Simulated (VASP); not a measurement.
# Te (Im-3m) in VASP: notebook

The runs below take Te through single point, with PBE.

Everything below comes from runs of VASP 6.6.1. Logs are shortened: lines on timing, memory, paths and dates and some standing lists are left out, and cuts for length are marked.

## Step 1: The cell of the first run

The structure is cubic, space group Im-3m (No. 229). The conventional cell has a = 2.908 Å, b = 2.908 Å, c = 2.908 Å, α = 90.00°, β = 90.00°, γ = 90.00°. Within 3.3 Å of Te (site symmetry m-3m) lie 14 Te at 2.52 to 2.91 Å.

This isn't the form of Te at room conditions, which is trigonal, of chains.

## Step 2: Single point, PBE (12.30 Å³/atom)

POSCAR reads:

```
Te
1.0
   -1.4541412665      1.4541412665      1.4541412665
    1.4541412665     -1.4541412665      1.4541412665
    1.4541412665      1.4541412665     -1.4541412665
Te
1
Direct
    0.0000000000      0.0000000000      0.0000000000
```

INCAR.step1 reads:

```
SYSTEM = Te
ALGO = Normal
EDIFF = 1E-7
ENCUT = 520
GGA = PE
ISIF = 2
ISMEAR = -1
LASPH = .TRUE.
LCHARG = .TRUE.
LREAL = .FALSE.
LWAVE = .FALSE.
NBANDS = 9
NELM = 100
PREC = Accurate
SIGMA = 0.05
```

KPOINTS.step1 reads:

```
k-points
0
G
  14 14 14
  0 0 0
```

INCAR.step2 reads:

```
SYSTEM = Te
ALGO = Normal
EDIFF = 1E-7
ENCUT = 520
GGA = PE
ICHARG = 11
ISIF = 2
ISMEAR = -5
LASPH = .TRUE.
LCHARG = .FALSE.
LORBIT = 10
LREAL = .FALSE.
LWAVE = .FALSE.
NEDOS = 1001
NELM = 100
PREC = Accurate
SIGMA = 0.05
```

KPOINTS.step2 reads:

```
k-points
0
G
  21 21 21
  0 0 0
```

Potentials or basis: VASP PAW PBE potentials, release 64 (Te).

Started as:

```console
$ cat potpaw_PBE.64/Te/POTCAR > POTCAR
$ cp INCAR.step1 INCAR
$ cp KPOINTS.step1 KPOINTS
$ mpirun -np 1 vasp_std > vasp.out
$ cp INCAR.step2 INCAR
$ cp KPOINTS.step2 KPOINTS
$ mpirun -np 1 vasp_std > vasp.out
```

OUTCAR:

```text
SYSTEM = Te
   EDIFF = 1E-7
   ENCUT = 520
   GGA = PE
   ICHARG = 11
   ISIF = 2
   ISMEAR = -5
   LASPH = .TRUE.
   LORBIT = 10
   LREAL = .FALSE.
   NELM = 100
   PREC = Accurate

 ion  position               nearest neighbor table
   1  0.000  0.000  0.000-

  LATTYP: Found a body centered cubic cell.
 ALAT       =     2.9082825330

  Lattice vectors:

 A1 = (  -1.4541412665,   1.4541412665,   1.4541412665)
 A2 = (   1.4541412665,  -1.4541412665,   1.4541412665)
 A3 = (   1.4541412665,   1.4541412665,  -1.4541412665)

Analysis of symmetry for initial positions (statically):
=====================================================================
 Subroutine PRICEL returns:
 Original cell was already a primitive cell.

 Routine SETGRP: Setting up the symmetry group for a
 body centered cubic supercell.

 Subroutine GETGRP returns: Found 48 space group operations
 (whereof 48 operations were pure point group operations)
 out of a pool of 48 trial point group operations.

The static configuration has the point symmetry O_h .

Analysis of symmetry for dynamics (positions and initial velocities):
=====================================================================
 Subroutine PRICEL returns:
 Original cell was already a primitive cell.

 Routine SETGRP: Setting up the symmetry group for a
 body centered cubic supercell.

 Subroutine GETGRP returns: Found 48 space group operations
 (whereof 48 operations were pure point group operations)
 out of a pool of 48 trial point group operations.

The dynamic configuration has the point symmetry O_h .

 Subroutine INISYM returns: Found 48 space group operations
 (whereof 48 operations are pure point group operations),
 and found     1 'primitive' translations

----------------------------------------------------------------------------------------

                                     Primitive cell

  volume of cell :      12.2993

  direct lattice vectors                    reciprocal lattice vectors
    -1.454141266  1.454141266  1.454141266     0.000000000  0.343845548  0.343845548
     1.454141266 -1.454141266  1.454141266     0.343845548  0.000000000  0.343845548
     1.454141266  1.454141266 -1.454141266     0.343845548  0.343845548  0.000000000

  length of vectors
     2.518646555  2.518646555  2.518646555     0.486271037  0.486271037  0.486271037
[... 82 lines left out ...]
   LREAL  =      F    real-space projection
   EDIFFG = 0.1E-05   stopping-criterion for IOM
   NSW    =      0    number of steps for IOM
   IBRION =     -1    ionic relax: 0-MD 1-quasi-New 2-CG
   NFREE  =      0    steps in history (QN), initial steepest desc. (CG)
   ISIF   =      2    stress and relaxation
   ISYM   =      2    0-nonsym 1-usesym 2-fastsym
   POTIM  = 0.5000    time-step for ionic-motion
   TEBEG  =    0.0;   TEEND  =   0.0 temperature during run
   PSTRESS=    0.0 pullay stress
   NELECT =       6.0000    total number of electrons
   NUPDOWN=      -1.0000    fix difference up-down
   EMIN   =  10.00;   EMAX   =-10.00  energy-range for DOS
   EFERMI =   0.00;   METHOD = LEGACY
   ISMEAR =    -5;   SIGMA  =   0.05  broadening in eV -4-tet -1-fermi 0-gaus
   EFERMI_NEDOS =   21; number of points for ismear=-14 and -15
   IALGO  =     38    algorithm
   IMIX   =      4    mixing-type and parameters
     AMIX     =   0.40;   BMIX     =  1.00
     AMIX_MAG =   1.60;   BMIX_MAG =  1.00
  volume/ion in A,a.u.               =      12.30        83.00
  Fermi-wavevector in a.u.,A,eV,Ry     =   1.288740  2.435366 22.597248  1.660851
  Thomas-Fermi vector in A             =   2.420675
   LORBIT       =     10    0 simple, 1 ext, 2 COOP (PROOUT), +10 PAW based schemes
   GGA     = PE    functional components
   LHFCALC =     F    Hartree Fock is set to
   AEXX    =    0.0000 exact exchange contribution
   IVDW    =     0    specifies the selected vdW correction
   LEPSILON=     F    determine dielectric tensor
   LRPA    =     F    only Hartree local field effects (RPA)
 non-spin polarized calculation
 Fermi weights with tetrahedron method with Bloechl corrections
  energy-cutoff  :      520.00
  volume of cell :       12.30
 maximum number of plane-waves:       350

 number of electron       5.9999999 magnetization

 Free energy of the ion-electron system (eV)
  ---------------------------------------------------
  ext. energy  EPLUGINS =         0.00000000
  ---------------------------------------------------
  free energy    TOTEN  =         4.73337814 eV

  energy without entropy =        4.73337814  energy(sigma->0) =        4.73337814

 E-fermi :  25.1725     XC(G=0): -14.1765

 val. band max:       25.3334921770   @ k =  -0.2857   0.2857   0.1429
 cond. band min:      24.9579944286   @ k =   0.1905   0.0952   0.0952
 fundamental gap:     -0.3754977484
 Fermi energy:        25.1724968221

 k-point     1 :       0.0000    0.0000    0.0000
  band No.  band energies     occupation
      1       0.2817      2.00000
      2      34.4836      0.00000
      3      34.4836      0.00000
      4      34.4836      0.00000
      5      35.9496      0.00000
      6      35.9496      0.00000
      7      35.9496      0.00000
[... 221 lines left out ...]
 k-point    24 :       0.1905    0.0952    0.0000
  band No.  band energies     occupation
      1       2.8071      2.00000
      2      23.3280      2.07605
      3      26.5859     -0.05251
      4      29.4455      0.00000
      5      33.5206      0.00000
      6      35.9658      0.00000
      7      36.6043      0.00000

 [... further k-points ...]

------------------------ aborting loop because EDIFF is reached ----------------------------------------

  FORCE on cell =-STRESS in cart. coord.  units (eV):
  Direction    XX          YY          ZZ          XY          YZ          ZX
  --------------------------------------------------------------------------------------
  -------------------------------------------------------------------------------------
  Total       25.1527894     25.1527894     25.1527894     -0.0000000      0.0000000      0.0000000
  in kB     3276.5511127   3276.5511127   3276.5511127     -0.0000000      0.0000000      0.0000000
  external PRESSURE =    3276.5511127 kB  Pullay stress =       0.0000000 kB

 VOLUME and BASIS-vectors are now :
 -----------------------------------------------------------------------------
  energy-cutoff  :      520.00
  volume of cell :       12.30
      direct lattice vectors                 reciprocal lattice vectors
    -1.454141266  1.454141266  1.454141266     0.000000000  0.343845548  0.343845548
     1.454141266 -1.454141266  1.454141266     0.343845548  0.000000000  0.343845548
     1.454141266  1.454141266 -1.454141266     0.343845548  0.343845548  0.000000000

 POSITION                                       TOTAL-FORCE (eV/Angst)
 -----------------------------------------------------------------------------------
      0.00000      0.00000      0.00000         0.000000      0.000000     -0.000000
 -----------------------------------------------------------------------------------
    total drift:                                0.000000      0.000000     -0.000000

  FREE ENERGIE OF THE ION-ELECTRON SYSTEM (eV)
  ---------------------------------------------------
  free  energy   TOTEN  =         4.7333781350 eV

  energy  without entropy=        4.7333781350  energy(sigma->0) =        4.73337814

 total charge

# of ion       s       p       d       tot
------------------------------------------
    1        1.488   2.301   0.476   4.265
```

OUTCAR.step1:

```text
SYSTEM = Te
   EDIFF = 1E-7
   ENCUT = 520
   GGA = PE
   ISIF = 2
   ISMEAR = -1
   LASPH = .TRUE.
[... 504 lines left out ...]
 -----------------------------------------------------------------------------------
      0.00000      0.00000      0.00000         0.000000      0.000000      0.000000
 -----------------------------------------------------------------------------------
    total drift:                                0.000000      0.000000     -0.000000

  FREE ENERGIE OF THE ION-ELECTRON SYSTEM (eV)
  ---------------------------------------------------
  free  energy   TOTEN  =         4.7293636786 eV

  energy  without entropy=        4.7338841433  energy(sigma->0) =        4.73162391
```

It took 41 s on 1 thread of Intel Xeon 8259CL, shared host; peak memory 0.15 GiB.

Results:

```
Valence electrons inside the program's atomic spheres : Te 4.26
```

Levels at points of the mesh, in eV from the Fermi level:
```
           k point  band 1  band 2  band 3  band 4  band 5  band 6  band 7
(0.00, 0.00, 0.00)  -24.89    9.31    9.31    9.31   10.78   10.78   10.78
```

Caveat: spin-orbit coupling is left out, which moves the levels of the heavy elements; tetrahedron occupations give inexact forces and stress in metals.

## Step 3: Single point, PBE

This run uses another cell than the first one, of 28.60 Å³/atom.

POSCAR reads:

```
Te
1.0
   -1.9265655083      1.9265655083      1.9265655083
    1.9265655083     -1.9265655083      1.9265655083
    1.9265655083      1.9265655083     -1.9265655083
Te
1
Direct
    0.0000000000      0.0000000000      0.0000000000
```

INCAR.step1 reads:

```
SYSTEM = Te
  PREC = Accurate
  ENCUT = 520
  EDIFF = 1E-7
  ISMEAR = -1
  SIGMA = 0.05
  LREAL = .False.
  LASPH = .True.
  NELM = 80
  ALGO = Normal
  ISIF = 2
  LWAVE = .False.
  LCHARG = .True.
  GGA = PE
  NBANDS = 9
```

KPOINTS.step1 reads:

```
regular mesh
0
Gamma
  14 14 14
  0 0 0
```

INCAR.step2 reads:

```
SYSTEM = Te
  PREC = Accurate
  ENCUT = 520
  EDIFF = 1E-7
  ISMEAR = -5
  SIGMA = 0.05
  LREAL = .False.
  LASPH = .True.
  NELM = 80
  ALGO = Normal
  ISIF = 2
  LWAVE = .False.
  LCHARG = .False.
  GGA = PE
  LORBIT = 11
  NBANDS = 9
  NEDOS = 1001
  ICHARG = 11
```

KPOINTS.step2 reads:

```
regular mesh
0
Gamma
  21 21 21
  0 0 0
```

Potentials or basis: VASP PAW PBE potentials, release 64 (Te).

Started as:

```console
$ cat potpaw_PBE.64/Te/POTCAR > POTCAR
$ cp INCAR.step1 INCAR
$ cp KPOINTS.step1 KPOINTS
$ mpirun -np 1 vasp_std > vasp.out
$ cp INCAR.step2 INCAR
$ cp KPOINTS.step2 KPOINTS
$ mpirun -np 1 vasp_std > vasp.out
```

Wall time 2 min (1 thread of Intel Xeon 8259CL, shared host); peak memory 0.21 GiB.

The run converged. Its results:

- Valence electrons inside the program's atomic spheres: Te 3.23

Levels at points of the mesh, in eV from the Fermi level:
| k point | band 1 | band 2 | band 3 | band 4 | band 5 | band 6 |
| --- | --- | --- | --- | --- | --- | --- |
| (0.00, 0.00, 0.00) | -13.85 | 2.93 | 2.93 | 2.93 | 9.72 | 9.84 |

Caveat: spin-orbit coupling is left out, which moves the levels of the heavy elements; tetrahedron occupations give inexact forces and stress in metals.
